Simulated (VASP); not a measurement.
## MgO2: single point with r2SCAN

Crystal: MgO2.

```
Mg O
1.0
     1.62883    0.94041    3.59880
    -1.62883    0.94041    3.59880
     0.00000   -1.88081    3.59880
Mg O
1 2
Direct
  0.00000 0.00000 0.00000
  0.42879 0.42879 0.42879
  0.57121 0.57121 0.57121
```

This cell differs from its parent crystal: strain +0.015 along x and y, +0.030 along z.

- Program: VASP 6.6.1
- Task: single point
- Functional: r2SCAN
- Potentials or basis: VASP PAW PBE potentials, release 64 (Mg_sv, O)
- Cutoff: 920 eV
- k mesh: 12 × 12 × 12
- Occupations: gaussian, width 0.05 eV
- Spin: no spin polarisation

```json
{
 "Pressure": "-11.9 GPa",
 "Largest force": "0.572 eV/Å",
 "Band gap on the k mesh": "2.38 eV"
}
```

Forces in eV/Å, atoms in the order of the input:
```
Mg   0.000  0.000  0.000
O    0.000  0.000  0.572
O    0.000  0.000 -0.572
```

Stress tensor (GPa, compression positive):
```
 -8.60   0.00   0.00
  0.00  -8.60   0.00
  0.00   0.00 -18.54
```

Levels at points of the mesh, in eV from the valence-band top:
| k point | band 8 | band 9 | band 10 | band 11 | band 12 | band 13 | band 14 | band 15 |
| --- | --- | --- | --- | --- | --- | --- | --- | --- |
| (0.00, 0.00, 0.00) | -3.05 | -3.05 | -0.72 | -0.72 | 5.09 | 5.24 | 12.59 | 14.61 |
| (0.50, 0.00, 0.00) | -5.59 | -3.36 | -1.15 | -1.08 | 4.38 | 9.36 | 10.92 | 13.32 |
| (0.50, 0.50, 0.00) | -4.97 | -3.99 | -2.01 | -0.13 | 3.67 | 8.76 | 11.73 | 12.94 |
| (0.50, 0.50, 0.50) | -3.53 | -3.53 | 0.00 | 0.00 | 2.38 | 5.88 | 9.89 | 15.11 |

Run time: 10 min on 1 thread of AMD EPYC 9R45 96-Core Processor (Zen 5), on a shared host, peak memory 0.39 GiB.

Caveat: the cell differs from its parent crystal (strain +0.015 along x and y, +0.030 along z); the stress differs along the axes, from -19 to -9 GPa; the PAW data sets were made with another functional, which shifts forces and pressure a little. A k mesh can miss the band edges.
